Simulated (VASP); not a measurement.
# LiAl4O (P3m1) in VASP: a series of runs, part 2 of 2

VASP 6.6.1. The steps go on from the part before.

## 3. Relaxation of cell and atoms, PBE

This run uses another cell than the first one, of 15.95 Å³/atom.

Input file INCAR:

```
ALGO = Normal ; EDIFF = 1E-7
EDIFFG = -0.01 ; ENCUT = 600
GGA = PE ; IBRION = 2
ISIF = 3 ; ISMEAR = 0
LASPH = T ; LCHARG = F
LREAL = F ; LWAVE = F
NELM = 100 ; NSW = 100
PREC = Accurate ; SIGMA = 0.1
```

Input file KPOINTS:

```
k-points
0
Gamma
  18 18 4
```

Input file POSCAR:

```
LiAl4O
1.0
    2.8678672701      0.0000000000      0.0000000000
   -1.4339336351      2.4836459106      0.0000000000
    0.0000000000      0.0000000000     13.4375255874
Li Al O
1 4 1
Direct
    0.0000000000      0.0000000000      0.5302152417
    0.6666666667      0.3333333333      0.7053798544
    0.0000000000      0.0000000000      0.8822786035
    0.0000000000      0.0000000000      0.1902638389
    0.6666666667      0.3333333333      0.3648437486
    0.6666666667      0.3333333333      0.1326227130
```

Potentials or basis: VASP PAW PBE potentials, release 64 (Li_sv, Al, O).

Run with:

```console
> cat potpaw_PBE.64/Li_sv/POTCAR potpaw_PBE.64/Al/POTCAR potpaw_PBE.64/O/POTCAR > POTCAR
> mpirun -np 1 vasp_std > vasp.out
```

OUTCAR:

```text
EDIFF = 1E-7
   EDIFFG = -0.01
   ENCUT = 600
   GGA = PE
   IBRION = 2
   ISIF = 3
   ISMEAR = 0
   LASPH = T
   LREAL = F
   NELM = 100
   NSW = 100
   PREC = Accurate

 ion  position               nearest neighbor table
   1  0.000  0.000  0.530-   5 2.77   5 2.77   5 2.77   2 2.88   2 2.88   2 2.88
   2  0.667  0.333  0.705-   1 2.88   1 2.88   1 2.88   3 2.90   3 2.90   3 2.90
   3  0.000  0.000  0.882-   2 2.90   2 2.90   2 2.90
   4  0.000  0.000  0.190-   6 1.83   6 1.83   6 1.83   5 2.87   5 2.87   5 2.87
   5  0.667  0.333  0.365-   1 2.77   1 2.77   1 2.77   4 2.87   4 2.87   4 2.87
   6  0.667  0.333  0.133-   4 1.83   4 1.83   4 1.83

  LATTYP: Found a hexagonal cell.
 ALAT       =     2.8678672701
 C/A-ratio  =     4.6855465480

  Lattice vectors:

 A1 = (   2.8678672701,   0.0000000000,   0.0000000000)
 A2 = (  -1.4339336351,   2.4836459106,   0.0000000000)
 A3 = (   0.0000000000,   0.0000000000,  13.4375255874)

Analysis of symmetry for initial positions (statically):
=====================================================================
 Subroutine PRICEL returns:
 Original cell was already a primitive cell.

 Routine SETGRP: Setting up the symmetry group for a
 hexagonal supercell.

 Subroutine GETGRP returns: Found  6 space group operations
 (whereof  6 operations were pure point group operations)
 out of a pool of 24 trial point group operations.

The static configuration has the point symmetry C_3v.

Analysis of symmetry for dynamics (positions and initial velocities):
=====================================================================
 Subroutine PRICEL returns:
 Original cell was already a primitive cell.

 Routine SETGRP: Setting up the symmetry group for a
 hexagonal supercell.

 Subroutine GETGRP returns: Found  6 space group operations
 (whereof  6 operations were pure point group operations)
 out of a pool of 24 trial point group operations.

The dynamic configuration has the point symmetry C_3v.

 Subroutine INISYM returns: Found  6 space group operations
 (whereof  6 operations are pure point group operations),
 and found     1 'primitive' translations

----------------------------------------------------------------------------------------

                                     Primitive cell

  volume of cell :      95.7124

  direct lattice vectors                    reciprocal lattice vectors
     2.867867270  0.000000000  0.000000000     0.348691172  0.201316942  0.000000000
    -1.433933635  2.483645911  0.000000000     0.000000000  0.402633884  0.000000000
     0.000000000  0.000000000 13.437525587     0.000000000  0.000000000  0.074418463

  length of vectors
     2.867867270  2.867867270 13.437525587     0.402633884  0.402633884  0.074418463

  position of ions in fractional coordinates (direct lattice)
     0.000000000  0.000000000  0.530215242
     0.666666667  0.333333333  0.705379854
     0.000000000  0.000000000  0.882278603
     0.000000000  0.000000000  0.190263839
     0.666666667  0.333333333  0.364843749
     0.666666667  0.333333333  0.132622713

  ion indices of the primitive-cell ions
   primitive index   ion index
                 1           1
                 2           2
                 3           3
                 4           4
                 5           5
                 6           6

[... 78 lines left out ...]
   ISYM   =      2    0-nonsym 1-usesym 2-fastsym
   POTIM  = 0.5000    time-step for ionic-motion
   TEBEG  =    0.0;   TEEND  =   0.0 temperature during run
   PSTRESS=    0.0 pullay stress
   NELECT =      21.0000    total number of electrons
   NUPDOWN=      -1.0000    fix difference up-down
   EMIN   =  10.00;   EMAX   =-10.00  energy-range for DOS
   EFERMI =   0.00;   METHOD = LEGACY
   ISMEAR =     0;   SIGMA  =   0.10  broadening in eV -4-tet -1-fermi 0-gaus
   EFERMI_NEDOS =   21; number of points for ismear=-14 and -15
   IALGO  =     38    algorithm
   IMIX   =      4    mixing-type and parameters
     AMIX     =   0.40;   BMIX     =  1.00
     AMIX_MAG =   1.60;   BMIX_MAG =  1.00
  volume/ion in A,a.u.               =      15.95       107.65
  Fermi-wavevector in a.u.,A,eV,Ry     =   0.987397  1.865910 13.265046  0.974953
  Thomas-Fermi vector in A             =   2.118848
   LORBIT       =      0    0 simple, 1 ext, 2 COOP (PROOUT), +10 PAW based schemes
   GGA     = PE    functional components
   LHFCALC =     F    Hartree Fock is set to
   AEXX    =    0.0000 exact exchange contribution
   IVDW    =     0    specifies the selected vdW correction
   LEPSILON=     F    determine dielectric tensor
   LRPA    =     F    only Hartree local field effects (RPA)
 conjugate gradient relaxation of ions
 non-spin polarized calculation
 Gauss-broadening in eV      SIGMA  =   0.10
  energy-cutoff  :      600.00
  volume of cell :       95.71
 maximum number of plane-waves:      3232
 NGX is ok and might be reduce to    24
   NGX = 11   NGY = 11   NGZ = 53

--------------------------------------- Ionic step        1  -------------------------------------------

 number of electron      20.9999994 magnetization

 Free energy of the ion-electron system (eV)
  ---------------------------------------------------
  ext. energy  EPLUGINS =         0.00000000
  ---------------------------------------------------
  free energy    TOTEN  =       -25.88107278 eV

  energy without entropy =      -25.87171878  energy(sigma->0) =      -25.87639578

------------------------ aborting loop because EDIFF is reached ----------------------------------------

  FORCE on cell =-STRESS in cart. coord.  units (eV):
  Direction    XX          YY          ZZ          XY          YZ          ZX
  --------------------------------------------------------------------------------------
  -------------------------------------------------------------------------------------
  Total        0.4904600      0.4904600     -0.0643962     -0.0000000      0.0000000      0.0000000
  in kB        8.2100572      8.2100572     -1.0779599     -0.0000000      0.0000000      0.0000000
  external PRESSURE =       5.1140515 kB  Pullay stress =       0.0000000 kB
[... 101 lines left out ...]
  FREE ENERGIE OF THE ION-ELECTRON SYSTEM (eV)
  ---------------------------------------------------
  free  energy   TOTEN  =       -25.8907121561 eV

  energy  without entropy=      -25.8824106152  energy(sigma->0) =      -25.88656139

[... ionic steps 4 to 25 ...]

--------------------------------------- Ionic step       26  -------------------------------------------

 number of electron      20.9999997 magnetization

------------------------ aborting loop because EDIFF is reached ----------------------------------------
[... 75 lines left out ...]
--------------------------------------- Ionic step       28  -------------------------------------------

 number of electron      20.9999997 magnetization

 Free energy of the ion-electron system (eV)
  ---------------------------------------------------
  ext. energy  EPLUGINS =         0.00000000
  ---------------------------------------------------
  free energy    TOTEN  =       -25.90562435 eV

  energy without entropy =      -25.89725374  energy(sigma->0) =      -25.90143905

 E-fermi :   5.5427     XC(G=0):  -9.1947

 val. band max:        5.5391976244   @ k =   0.4444   0.0000   0.5000
 cond. band min:       5.5443961572   @ k =   0.4444   0.0000   0.2500
 fundamental gap:      0.0051985328
 Fermi energy:         5.5427265842

 k-point     1 :       0.0000    0.0000    0.0000
  band No.  band energies     occupation
      1     -40.6527      2.00000
      2     -15.9804      2.00000
      3      -4.4512      2.00000
      4      -4.1770      2.00000
      5      -1.5422      2.00000
      6      -1.3493      2.00000
      7       0.4942      2.00000
      8       0.4942      2.00000
      9       1.9176      2.00000
     10       2.4094      2.00000
     11       6.4219      0.00000
     12       7.1686      0.00000
     13      10.5296      0.00000
     14      11.5503      0.00000
[... 377 lines left out ...]
      1     -40.6283      2.00000
      2     -14.9438      2.00000
      3      -3.3038      2.00000
      4      -0.6445      2.00000
      5      -0.3369      2.00000
      6       0.3350      2.00000
      7       1.4244      2.00000
      8       2.7278      2.00000
      9       3.1535      2.00000
     10       3.6641      2.00000
     11       5.1050      2.00000
     12       5.7818      0.00072
     13       6.8061      0.00000
     14       7.3334      0.00000

 [... further k-points ...]

------------------------ aborting loop because EDIFF is reached ----------------------------------------

  FORCE on cell =-STRESS in cart. coord.  units (eV):
  Direction    XX          YY          ZZ          XY          YZ          ZX
  --------------------------------------------------------------------------------------
  -------------------------------------------------------------------------------------
  Total        0.0185646      0.0185646      0.0143051     -0.0000000      0.0000000     -0.0000000
  in kB        0.2980472      0.2980472      0.2296616     -0.0000000      0.0000000     -0.0000000
  external PRESSURE =       0.2752520 kB  Pullay stress =       0.0000000 kB
[... 21 lines left out ...]
  FREE ENERGIE OF THE ION-ELECTRON SYSTEM (eV)
  ---------------------------------------------------
  free  energy   TOTEN  =       -25.9056243544 eV

  energy  without entropy=      -25.8972537360  energy(sigma->0) =      -25.90143905

 reached required accuracy - stopping structural energy minimisation
```

Wall time 27 min (1 thread of Intel Xeon 6975P-C (Granite Rapids), shared host); peak memory 0.41 GiB.

Results:

```yaml
Free_energy: -25.9056 eV
Relaxed_volume: 16.63 Å³/atom
Relaxed_cell: a = 2.884 Å, b = 2.884 Å, c = 13.851 Å, α = 90.00°, β = 90.00°, γ = 120.00°
Space_group_after_relaxing_to_0.1_Å: P3m1 (No. 156)
Energy_gained_by_relaxing: 4.1 meV/atom
Ionic_steps: 28
Pressure_after_relaxing: 0.0 GPa
Largest_force_after_relaxing: 0.007 eV/Å
Band_gap_on_the_k_mesh: zero (an odd number of electrons rules out a gap without spin polarisation)
```

Forces in eV/Å, atoms in the order of the input:
```
Li   0.000  0.000 -0.002
Al   0.000  0.000  0.000
Al   0.000  0.000 -0.003
Al   0.000  0.000  0.007
Al   0.000  0.000  0.003
O    0.000  0.000 -0.005
```

The path:
```
step  energy change (eV)  largest force (eV/Å)  pressure (GPa)  volume (Å³)
   1              0.0000                0.2431            0.51        95.71
   2             -0.0080                0.1694            0.20        96.42
   3             -0.0096                0.1494           -0.01        96.91
   4             -0.0127                0.1098           -0.18        97.13
   5             -0.0147                0.1107           -0.46        97.51
   6             -0.0165                0.0559           -0.14        97.25
   7             -0.0169                0.0649            0.08        97.07
   8             -0.0172                0.0533            0.05        97.11
   9             -0.0176                0.0404           -0.04        97.26
  10             -0.0177                0.0479           -0.05        97.30
  11             -0.0180                0.0457           -0.04        97.30
  12             -0.0186                0.0480            0.01        97.28
  13             -0.0191                0.0761            0.10        97.25
  14             -0.0195                0.0396            0.05        97.34
  15             -0.0198                0.1209           -0.11        97.59
  16             -0.0200                0.1195           -0.09        97.62
  17             -0.0206                0.1166           -0.03        97.70
  18             -0.0216                0.1080            0.09        97.87
  19             -0.0223                0.0907            0.34        98.21
  20             -0.0236                0.0406            0.21        98.82
  21             -0.0240                0.1048           -0.03        99.89
  22             -0.0241                0.0660            0.05        99.54
  23             -0.0244                0.0289           -0.12        99.83
  24             -0.0244                0.0287           -0.12        99.84
  25             -0.0245                0.0160           -0.03        99.80
  26             -0.0245                0.0135            0.00        99.79
  27             -0.0245                0.0134            0.01        99.79
  28             -0.0246                0.0069            0.03        99.80
```

Final structure:
```
Li Al O
1.0
     2.88440    0.00000    0.00000
    -1.44220    2.49796    0.00000
     0.00000    0.00000   13.85070
Li Al O
1 4 1
Direct
  0.00000 0.00000 0.53294
  0.66667 0.33333 0.69783
  0.00000 0.00000 0.86596
  0.00000 0.00000 0.19681
  0.66667 0.33333 0.36881
  0.66667 0.33333 0.14327
```

Levels at points of the mesh, in eV from the Fermi level:
| k point | band 8 | band 9 | band 10 | band 11 | band 12 | band 13 |
| --- | --- | --- | --- | --- | --- | --- |
| (0.00, 0.00, 0.00) | -5.05 | -3.63 | -3.13 | 0.88 | 1.63 | 4.99 |
| (0.50, 0.00, 0.00) | -3.73 | -2.97 | -1.67 | -1.21 | 0.28 | 0.67 |
| (0.00, 0.00, 0.50) | -5.05 | -3.93 | -2.75 | 0.28 | 2.52 | 4.04 |
| (0.50, 0.00, 0.50) | -3.73 | -3.00 | -1.63 | -1.20 | 0.19 | 0.66 |

Caveat: the cutoff is under 1.25 times the usual one of these potentials, so pressure, stress and relaxed cells hold a basis-set (Pulay) error; an odd number of electrons without spin polarisation forces a metal; a magnetic or distorted state may lie lower.
